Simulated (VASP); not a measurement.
RuS2:

```
Ru S
1.0
     5.61060    0.00000    0.00000
     0.00000    5.61060    0.00000
     0.00000    0.00000    5.61060
Ru S
4 8
Direct
  0.00000 0.50000 0.50000
  0.50000 0.50000 0.00000
  0.50000 0.00000 0.50000
  0.00000 0.00000 0.00000
  0.38831 0.11169 0.88831
  0.11169 0.88831 0.38831
  0.88831 0.38831 0.11169
  0.61169 0.61169 0.61169
  0.61169 0.88831 0.11169
  0.88831 0.11169 0.61169
  0.11169 0.61169 0.88831
  0.38831 0.38831 0.38831
```

* Program: VASP 6.6.1
* Task: relaxation of cell and atoms
* Functional: PBEsol
* Potentials or basis: VASP PAW PBE potentials, release 64 (Ru_pv, S)
* Cutoff: 600 eV
* k mesh: 5 × 5 × 5
* Occupations: fermi-dirac, width 0.05 eV
* Spin: no spin polarisation

At the start: pressure -3.2 GPa; volume 14.72 Å³/atom.

**Question.** Where does the relaxation end?

**Answer.** Over 5 steps the energy falls by 4.2 meV/atom and the volume is 14.48 Å³/atom (-1.6 %); space group Pa-3 (No. 205, to 0.1 Å) before and after.

The path:
```
step  energy change (eV)  largest force (eV/Å)  pressure (GPa)  volume (Å³)
   1              0.0000                0.3009           -3.19       176.62
   2              0.0260                0.0460            5.51       169.24
   3             -0.0406                0.1950            0.47       173.33
   4             -0.0499                0.0353            0.07       173.68
   5             -0.0502                0.0007           -0.02       173.76
```

Final structure:
```cif
data_structure
_symmetry_space_group_name_H-M 'P 1'
_symmetry_Int_Tables_number 1
_cell_length_a 5.5802
_cell_length_b 5.5802
_cell_length_c 5.5802
_cell_angle_alpha 90.000
_cell_angle_beta 90.000
_cell_angle_gamma 90.000
_cell_volume 173.76
loop_
_atom_site_label
_atom_site_type_symbol
_atom_site_fract_x
_atom_site_fract_y
_atom_site_fract_z
_atom_site_occupancy
Ru1 Ru 0.00000 0.50000 0.50000 1
Ru2 Ru 0.50000 0.50000 0.00000 1
Ru3 Ru 0.50000 0.00000 0.50000 1
Ru4 Ru 0.00000 0.00000 0.00000 1
S1 S 0.38645 0.11355 0.88645 1
S2 S 0.11355 0.88645 0.38645 1
S3 S 0.88645 0.38645 0.11355 1
S4 S 0.61355 0.61355 0.61355 1
S5 S 0.61355 0.88645 0.11355 1
S6 S 0.88645 0.11355 0.61355 1
S7 S 0.11355 0.61355 0.88645 1
S8 S 0.38645 0.38645 0.38645 1
```

Caveat: the PAW data sets were made with another functional, which shifts forces and pressure a little.
